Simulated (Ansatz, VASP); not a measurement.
**One calculation of MnAs, two programs**

Contents of INCAR:

```
SYSTEM = MnAs
  ALGO = Normal
  EDIFF = 1E-7
  ENCUT = 520
  GGA = PE
  ISIF = 2
  ISMEAR = -1
  ISPIN = 2
  LASPH = .TRUE.
  LCHARG = .FALSE.
  LMAXMIX = 4
  LORBIT = 11
  LREAL = .FALSE.
  LWAVE = .FALSE.
  MAGMOM = 0 0 4 4
  NBANDS = 30
  NELM = 150
  PREC = Accurate
  SIGMA = 0.05
```

KPOINTS

```
k-points
0
G
  7 7 4
  0 0 0
```

File POSCAR:

```
MnAs
1.0
    3.7100000000      0.0000000000      0.0000000000
   -1.8550000000      3.2129542480      0.0000000000
    0.0000000000      0.0000000000      5.5771800000
As Mn
2 2
Direct
    0.6666666667      0.3333333333      0.7500000000
    0.3333333333      0.6666666667      0.2500000000
    0.0000000000      0.0000000000      0.5000000000
    0.0000000000      0.0000000000      0.0000000000
```

File input.yaml:

```yaml
crystal:
  lattice:
    - [3.71, 0.0, 0.0]
    - [-1.855, 3.212954248, 0.0]
    - [0.0, 0.0, 5.57718]
  atoms:
    - { symbol: As, position: [0.6666666667, 0.3333333333, 0.75] }
    - { symbol: As, position: [0.3333333333, 0.6666666667, 0.25] }
    - { symbol: Mn, position: [0.0, 0.0, 0.5], spin: 4.0 }
    - { symbol: Mn, position: [0.0, 0.0, 0.0], spin: 4.0 }
hamiltonian:
  xc: pbe
  pseudopotentials: { kind: paw }
magnetization:
  spin_polarized: true
kpoints:
  mp_grid: { grid: [7, 7, 4] }
scf:
  occupations: { method: fermi_dirac, width: 0.05 }
output:
  forces: true
  stress: true
  eigenvalues: true
  write_density: true
  write_potential: true
  elf: true
  volumetric_format: npy
```

Alike in both runs: task single point; functional PBE; k mesh 7 × 7 × 4; occupations fermi-dirac, width 0.05 eV; collinear spin.

|  | VASP | Ansatz |
| --- | --- | --- |
| version | VASP 6.6.1 | Ansatz 0.2.0 |
| potentials or method | VASP PAW PBE potentials, release 64 (As, Mn_pv) | Ansatz PAW |
| plane-wave cutoff (eV) | 520 | 420 |
| valence electrons in the cell | 36 | 60 |

```tsv
	VASP	Ansatz	Ansatz less VASP
gap on the k mesh at the Fermi level (eV)	none	none	-
pressure (GPa)	-1.7	-1.9	-0.15
traceless stress, the component that is largest in VASP (GPa)	-0.50	-0.52	-0.021
net moment per atom (μB)	1.55	1.55	+0.002
size of the moment on the site where the two differ most (μB)	3.15	3.10	-0.050
```

Site moments also hang on the region over which each program counts them. A gap of «none» marks a metal or a gap that the smearing closes. VASP's potentials hold 36 valence electrons a cell and Ansatz's 60, so a difference there can come from the potentials and not from the codes.
